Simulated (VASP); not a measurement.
# Os (P6_3/mmc) in VASP: single point with LDA

Aim: the single point of Os with LDA.

Everything below comes from runs of VASP 6.6.1. Logs are shortened: lines on timing, memory, paths and dates and some standing lists are left out, and cuts for length are marked.

## (1) The cell of the first run

The structure is hexagonal, space group P6_3/mmc (No. 194). Conventional cell: a = 2.716 Å, b = 2.716 Å, c = 4.291 Å, α = 90.00°, β = 90.00°, γ = 120.00°. Os (site symmetry -6m2) has 12 Os at 2.66 to 2.72 Å within 3.5 Å.

## (2) Single point, LDA

File INCAR:

```
  ALGO = Normal
  EDIFF = 1E-6
  ENCUT = 560
  GGA_COMPAT = F
  ISIF = 2
  ISMEAR = -1
  LASPH = T
  LCHARG = T
  LELF = T
  LREAL = F
  LVHAR = T
  LWAVE = F
  NBANDS = 23
  NELM = 120
  PREC = Accurate
  SIGMA = 0.1
```

File KPOINTS:

```
k-points
0
Gamma
  10 10 6
```

File POSCAR:

```
Os
1.0
    2.7160154484      0.0000000000      0.0000000000
   -1.3580077242      2.3521383753      0.0000000000
    0.0000000000      0.0000000000      4.2911276370
Os
2
Direct
    0.3333333333      0.6666666667      0.2500000000
    0.6666666667      0.3333333333      0.7500000000
```

Potentials or basis: VASP PAW LDA potentials, release 64 (Os_sv_GW).

Launch:

```console
$ cat potpaw_LDA.64/Os_sv_GW/POTCAR > POTCAR
$ mpirun -np 1 vasp_std > vasp.out
```

OUTCAR:

```text
EDIFF = 1E-6
   ENCUT = 560
   ISIF = 2
   ISMEAR = -1
   LASPH = T
   LREAL = F
   NELM = 120
   PREC = Accurate

 ion  position               nearest neighbor table
   1  0.333  0.667  0.250-   2 2.66   2 2.66   2 2.66   2 2.66   2 2.66   2 2.66
   2  0.667  0.333  0.750-   1 2.66   1 2.66   1 2.66   1 2.66   1 2.66   1 2.66

  LATTYP: Found a hexagonal cell.
 ALAT       =     2.7160154484
 C/A-ratio  =     1.5799349151

  Lattice vectors:

 A1 = (   2.7160154484,   0.0000000000,   0.0000000000)
 A2 = (  -1.3580077242,   2.3521383753,   0.0000000000)
 A3 = (   0.0000000000,   0.0000000000,   4.2911276370)

Analysis of symmetry for initial positions (statically):
=====================================================================
 Subroutine PRICEL returns:
 Original cell was already a primitive cell.

 Routine SETGRP: Setting up the symmetry group for a
 hexagonal supercell.

 Subroutine GETGRP returns: Found 24 space group operations
 (whereof 12 operations were pure point group operations)
 out of a pool of 24 trial point group operations.

The static configuration has the point symmetry D_3d.
 The point group associated with its full space group is D_6h.

Analysis of symmetry for dynamics (positions and initial velocities):
=====================================================================
 Subroutine PRICEL returns:
 Original cell was already a primitive cell.

 Routine SETGRP: Setting up the symmetry group for a
 hexagonal supercell.

 Subroutine GETGRP returns: Found 24 space group operations
 (whereof 12 operations were pure point group operations)
 out of a pool of 24 trial point group operations.

The dynamic configuration has the point symmetry D_3d.
 The point group associated with its full space group is D_6h.

 Subroutine INISYM returns: Found 24 space group operations
 (whereof 12 operations are pure point group operations),
 and found     1 'primitive' translations

----------------------------------------------------------------------------------------

                                     Primitive cell

  volume of cell :      27.4136

  direct lattice vectors                    reciprocal lattice vectors
     2.716015448  0.000000000  0.000000000     0.368186418  0.212572528  0.000000000
    -1.358007724  2.352138375  0.000000000     0.000000000  0.425145055  0.000000000
     0.000000000  0.000000000  4.291127637     0.000000000  0.000000000  0.233038978

  length of vectors
     2.716015448  2.716015448  4.291127637     0.425145055  0.425145055  0.233038978

  position of ions in fractional coordinates (direct lattice)
     0.333333333  0.666666667  0.250000000
     0.666666667  0.333333333  0.750000000

  ion indices of the primitive-cell ions
   primitive index   ion index
                 1           1
                 2           2

----------------------------------------------------------------------------------------

 KPOINTS: k-points

Automatic generation of k-mesh.
 Grid dimensions read from file:
 generate k-points for:   10   10    6

 Generating k-lattice:

  Cartesian coordinates                     Fractional coordinates (reciprocal lattice)
     0.036818642  0.021257253  0.000000000     0.100000000  0.000000000  0.000000000
     0.000000000  0.042514506  0.000000000     0.000000000  0.100000000  0.000000000
     0.000000000  0.000000000  0.038839830     0.000000000  0.000000000  0.166666667

  Length of vectors
     0.042514506  0.042514506  0.038839830

  Shift w.r.t. Gamma in fractional coordinates (k-lattice)
     0.000000000  0.000000000  0.000000000

 Subroutine IBZKPT returns following result:
 ===========================================

 Found     56 irreducible k-points:

 Following reciprocal coordinates:
            Coordinates               Weight
  0.000000  0.000000  0.000000      1.000000
  0.100000  0.000000  0.000000      6.000000
  0.200000  0.000000  0.000000      6.000000
  0.300000 -0.000000  0.000000      6.000000
  0.400000  0.000000  0.000000      6.000000
  0.500000 -0.000000  0.000000      3.000000
[... 16 lines left out ...]
  0.300000  0.100000  0.166667     24.000000
  0.400000  0.100000  0.166667     24.000000
 [... further k-points ...]
   k-points           NKPTS =     56   k-points in BZ     NKDIM =     56   number of bands    NBANDS=     23
   number of dos      NEDOS =    301   number of ions     NIONS =      2
   total plane-waves  NPLWV =  20736
   dimension x,y,z NGX =    24 NGY =   24 NGZ =   36
   dimension x,y,z NGXF=    48 NGYF=   48 NGZF=   72
   ions per type =               2
   NGX,Y,Z   is equivalent  to a cutoff of  14.69, 14.69, 13.95 a.u.
   NGXF,Y,Z  is equivalent  to a cutoff of  29.38, 29.38, 27.89 a.u.
 SYSTEM =  unknown system
   PREC   = accura    normal or accurate (medium, high low for compatibility)
   ISTART =      0    job   : 0-new  1-cont  2-samecut
   ICHARG =      2    charge: 1-file 2-atom 10-const
   ISPIN  =      1    spin polarized calculation?
   LNONCOLLINEAR =      F non collinear calculations
   LSORBIT =      F    spin-orbit coupling
   LASPH  =      T    aspherical Exc in radial PAW
   ENCUT  =  560.0 eV  41.16 Ry    6.42 a.u.   5.24  5.24  8.28*2*pi/ulx,y,z
   NELM   =    120;   NELMIN=  2; NELMDL= -5     # of ELM steps
   EDIFF  = 0.1E-05   stopping-criterion for ELM
   LREAL  =      F    real-space projection
   EDIFFG = 0.1E-04   stopping-criterion for IOM
   NSW    =      0    number of steps for IOM
   IBRION =     -1    ionic relax: 0-MD 1-quasi-New 2-CG
   NFREE  =      0    steps in history (QN), initial steepest desc. (CG)
   ISIF   =      2    stress and relaxation
   ISYM   =      2    0-nonsym 1-usesym 2-fastsym
   POTIM  = 0.5000    time-step for ionic-motion
   TEBEG  =    0.0;   TEEND  =   0.0 temperature during run
   PSTRESS=    0.0 pullay stress
   NELECT =      32.0000    total number of electrons
   NUPDOWN=      -1.0000    fix difference up-down
   EMIN   =  10.00;   EMAX   =-10.00  energy-range for DOS
   EFERMI =   0.00;   METHOD = LEGACY
   ISMEAR =    -1;   SIGMA  =   0.10  broadening in eV -4-tet -1-fermi 0-gaus
   EFERMI_NEDOS =   21; number of points for ismear=-14 and -15
   IALGO  =     38    algorithm
   IMIX   =      4    mixing-type and parameters
     AMIX     =   0.40;   BMIX     =  1.00
     AMIX_MAG =   1.60;   BMIX_MAG =  1.00
  volume/ion in A,a.u.               =      13.71        92.50
  Fermi-wavevector in a.u.,A,eV,Ry     =   1.723730  3.257378 40.426257  2.971246
  Thomas-Fermi vector in A             =   2.799552
   LORBIT       =      0    0 simple, 1 ext, 2 COOP (PROOUT), +10 PAW based schemes
   GGA     = CA    functional components
   LHFCALC =     F    Hartree Fock is set to
   AEXX    =    0.0000 exact exchange contribution
   IVDW    =     0    specifies the selected vdW correction
   LEPSILON=     F    determine dielectric tensor
   LRPA    =     F    only Hartree local field effects (RPA)
 non-spin polarized calculation
  energy-cutoff  :      560.00
  volume of cell :       27.41
 maximum number of plane-waves:       840
 NGX is ok and might be reduce to    24
   NGX = 11   NGY = 11   NGZ = 17

 number of electron      31.9999999 magnetization

 Free energy of the ion-electron system (eV)
  ---------------------------------------------------
  ext. energy  EPLUGINS =         0.00000000
  ---------------------------------------------------
  free energy    TOTEN  =       -27.61963733 eV

  energy without entropy =      -27.57507872  energy(sigma->0) =      -27.59735803

 E-fermi :  13.9535     XC(G=0): -14.9421

 val. band max:       13.9466541910   @ k =   0.3000  -0.0000   0.0000
 cond. band min:      14.0388012125   @ k =   0.1000   0.1000   0.3333
 fundamental gap:      0.0921470215
 Fermi energy:        13.9535483596

 k-point     1 :       0.0000    0.0000    0.0000
  band No.  band energies     occupation
      1     -72.3473      2.00000
      2     -72.2174      2.00000
      3     -32.6235      2.00000
      4     -31.5977      2.00000
      5     -31.5977      2.00000
      6     -31.4054      2.00000
[... 15 lines left out ...]
     22      27.2932      0.00000
     23      29.7348      0.00000

 k-point     2 :       0.1000    0.0000    0.0000
  band No.  band energies     occupation
      1     -72.3381      2.00000
      2     -72.2140      2.00000
      3     -32.5865      2.00000
      4     -31.6765      2.00000
      5     -31.6243      2.00000
      6     -31.4875      2.00000
[... 15 lines left out ...]
     22      28.1495      0.00000
     23      30.2484      0.00000

 k-point     3 :       0.2000    0.0000    0.0000
  band No.  band energies     occupation
      1     -72.3139      2.00000
      2     -72.2058      2.00000
      3     -32.4824      2.00000
      4     -31.8818      2.00000
      5     -31.6964      2.00000
      6     -31.6911      2.00000
[... 15 lines left out ...]
     22      29.3940      0.00000
     23      30.3109      0.00000

 k-point     4 :       0.3000   -0.0000    0.0000
  band No.  band energies     occupation
      1     -72.2817      2.00000
      2     -72.1979      2.00000
      3     -32.3325      2.00000
      4     -32.1342      2.00000
      5     -31.9429      2.00000
      6     -31.7698      2.00000
[... 15 lines left out ...]
     22      26.4890      0.00000
     23      28.6830      0.00000

 k-point     5 :       0.4000    0.0000    0.0000
  band No.  band energies     occupation
      1     -72.2522      2.00000
      2     -72.1951      2.00000
      3     -32.3371      2.00000
      4     -32.1756      2.00000
      5     -32.1339      2.00000
      6     -31.8305      2.00000
[... 434 lines left out ...]
 k-point    22 :       0.2000    0.1000    0.1667
  band No.  band energies     occupation
      1     -72.2871      2.00000
      2     -72.2064      2.00000
      3     -32.3742      2.00000
      4     -31.9738      2.00000
      5     -31.9142      2.00000
      6     -31.7240      2.00000
[... 15 lines left out ...]
     22      28.5875      0.00000
     23      29.5577      0.00000

 k-point    23 :       0.3000    0.1000    0.1667
  band No.  band energies     occupation
      1     -72.2575      2.00000
      2     -72.1996      2.00000
      3     -32.3557      2.00000
      4     -32.1546      2.00000
      5     -32.0224      2.00000
      6     -31.8152      2.00000
[... 15 lines left out ...]
     22      26.8532      0.00000
     23      27.2754      0.00000

 k-point    24 :       0.4000    0.1000    0.1667
  band No.  band energies     occupation
      1     -72.2360      2.00000
      2     -72.1988      2.00000
      3     -32.4337      2.00000
      4     -32.2438      2.00000
      5     -32.0044      2.00000
      6     -31.8519      2.00000
[... 15 lines left out ...]
     22      25.0766      0.00000
     23      26.2087      0.00000

 [... further k-points ...]
[... 5 lines left out ...]
  --------------------------------------------------------------------------------------
  -------------------------------------------------------------------------------------
  Total        0.2561687      0.2561687     -0.2486368      0.0000000      0.0000000      0.0000000
  in kB       14.9716672     14.9716672    -14.5314667      0.0000000      0.0000000      0.0000000
  external PRESSURE =       5.1372892 kB  Pullay stress =       0.0000000 kB

 VOLUME and BASIS-vectors are now :
 -----------------------------------------------------------------------------
  energy-cutoff  :      560.00
  volume of cell :       27.41
      direct lattice vectors                 reciprocal lattice vectors
     2.716015448  0.000000000  0.000000000     0.368186418  0.212572528  0.000000000
    -1.358007724  2.352138375  0.000000000     0.000000000  0.425145055  0.000000000
     0.000000000  0.000000000  4.291127637     0.000000000  0.000000000  0.233038978

 POSITION                                       TOTAL-FORCE (eV/Angst)
 -----------------------------------------------------------------------------------
     -0.00000      1.56809      1.07278         0.000000     -0.000000      0.000000
      1.35801      0.78405      3.21835        -0.000000      0.000000      0.000000
 -----------------------------------------------------------------------------------
    total drift:                               -0.000000      0.000000     -0.000000

  FREE ENERGIE OF THE ION-ELECTRON SYSTEM (eV)
  ---------------------------------------------------
  free  energy   TOTEN  =       -27.6196373341 eV

  energy  without entropy=      -27.5750787217  energy(sigma->0) =      -27.59735803
```

Wall time 39 s (1 thread of Intel Xeon Platinum 8375C at 2.90GHz (Ice Lake), shared host); peak memory 0.16 GiB.

Results:

| Item | Value |
| --- | --- |
| Free energy | -27.6196 eV |
| Pressure | 0.5 GPa |
| Band gap on the k mesh | zero (bands 16 and 17 overlap by 4.03 eV) |

Stress tensor (GPa, compression positive):
```
 1.50  0.00  0.00
 0.00  1.50  0.00
 0.00  0.00 -1.45
```

Caveat: spin-orbit coupling is left out, which moves the levels of the heavy elements.

The gap in the log of VASP goes by the Fermi energy; the results here count the filled bands.